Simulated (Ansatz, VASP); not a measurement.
# Sb in VASP and in Ansatz

```
CELL_PARAMETERS angstrom
2.15060 1.24165 3.74400
-2.15060 1.24165 3.74400
0.00000 -2.48330 3.74400
ATOMIC_POSITIONS crystal
Sb 0.23364 0.23364 0.23364
Sb 0.76636 0.76636 0.76636
```

Alike in both runs: task single point; functional PBE; k mesh 6 × 6 × 6; occupations gaussian, width 0.1 eV; no spin polarisation.

```csv
,VASP,Ansatz
version,VASP 6.6.1,Ansatz 0.2.0
potentials or method,"VASP PAW PBE potentials, release 64 (Sb), cutoff 500 eV","scalar-relativistic, plane waves, PAW"
valence electrons in the cell,10,30
```

```tsv
	VASP	Ansatz	Ansatz less VASP
gap on the k mesh at the Fermi level (eV)	none	none	-
pressure (GPa)	3.2	3.1	-0.07
traceless stress, the component that is largest in VASP (GPa)	-0.25	-0.22	+0.029
rms of the force components (eV/Å)	0.077	0.053	-0.0240
```

Atom by atom the forces differ by 0.024 eV/Å (rms over components). A gap of «none» marks a metal or a gap that the smearing closes. The functional is the same, so the differences come from potentials, cutoffs and numerics. VASP's potentials hold 10 valence electrons a cell and Ansatz's 30, so a difference there can come from the potentials and not from the codes.

Neither program's run includes spin-orbit coupling.
